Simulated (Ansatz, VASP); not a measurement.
**One calculation of SnO2, two programs**

The input INCAR:

```
SYSTEM = SnO2
PREC = Accurate
ENCUT = 520
EDIFF = 1E-6
ISMEAR = 0
SIGMA = 0.05
LREAL = .FALSE.
LASPH = .TRUE.
NELM = 100
ALGO = Normal
ISIF = 2
LWAVE = .FALSE.
LCHARG = .FALSE.
GGA = PE
NBANDS = 35
```

KPOINTS

```
regular mesh
0
G
  10 10 10
  0 0 0
```

POSCAR

```
SnO2
1.0
   -2.0262505044      2.0262505044      5.1806864801
    2.0262505044     -2.0262505044      5.1806864801
    2.0262505044      2.0262505044     -5.1806864801
Sn O
2 4
Direct
    0.7500000000      0.2500000000      0.5000000000
    0.0000000000      0.0000000000      0.0000000000
    0.8259051032      0.8259051032      0.0000000000
    0.9524019562      0.4524019562      0.5000000000
    0.2024019562      0.2024019562      0.0000000000
    0.5475980438      0.0475980438      0.5000000000
```

Input for Ansatz:

```yaml
crystal:
  lattice:
    - [-2.0262505044, 2.0262505044, 5.1806864801]
    - [2.0262505044, -2.0262505044, 5.1806864801]
    - [2.0262505044, 2.0262505044, -5.1806864801]
  atoms:
    - { symbol: Sn, position: [0.75, 0.25, 0.5] }
    - { symbol: Sn, position: [0.0, 0.0, 0.0] }
    - { symbol: O, position: [0.8259051032, 0.8259051032, 0.0] }
    - { symbol: O, position: [0.9524019562, 0.4524019562, 0.5] }
    - { symbol: O, position: [0.2024019562, 0.2024019562, 0.0] }
    - { symbol: O, position: [0.5475980438, 0.0475980438, 0.5] }
basis:
  ecutwfc: 420
kpoints:
  mp_grid: { grid: [10, 10, 10] }
hamiltonian:
  xc: pbe
  pseudopotentials: { kind: paw, azcp: { folder: soft_1 } }
scf:
  occupations: { method: gaussian, width: 0.05 }
output:
  forces: true
  stress: true
  eigenvalues: true
  write_density: true
  write_potential: true
  elf: true
  volumetric_format: npy
```

Alike in both runs: task single point; functional PBE; k mesh 10 × 10 × 10; occupations gaussian, width 0.05 eV; no spin polarisation.

```csv
,VASP,Ansatz
version,VASP 6.6.1,Ansatz 0.2.0
potentials or method,"VASP PAW PBE potentials, release 64 (Sn_d, O), cutoff 520 eV","scalar-relativistic, plane waves, PAW"
valence electrons in the cell,52,52
```

Ansatz gave:

| Item | Value |
| --- | --- |
| gap on the k mesh at the Fermi level (eV) | 1.31 |
| least direct gap on the mesh (eV) | 1.52 |
| pressure (GPa) | 7.5 |
| traceless stress, the component that is largest in VASP (GPa) | 11.63 |
| rms of the force components (eV/Å) | 2.269 |

**Question.** Estimate VASP's values.

**Answer.** gap on the k mesh at the Fermi level (eV): 1.30; least direct gap on the mesh (eV): 1.51; pressure (GPa): 8.0; traceless stress, the component that is largest in VASP (GPa): 11.79; rms of the force components (eV/Å): 2.269.

Atom by atom the forces differ by 0.015 eV/Å (rms over components).
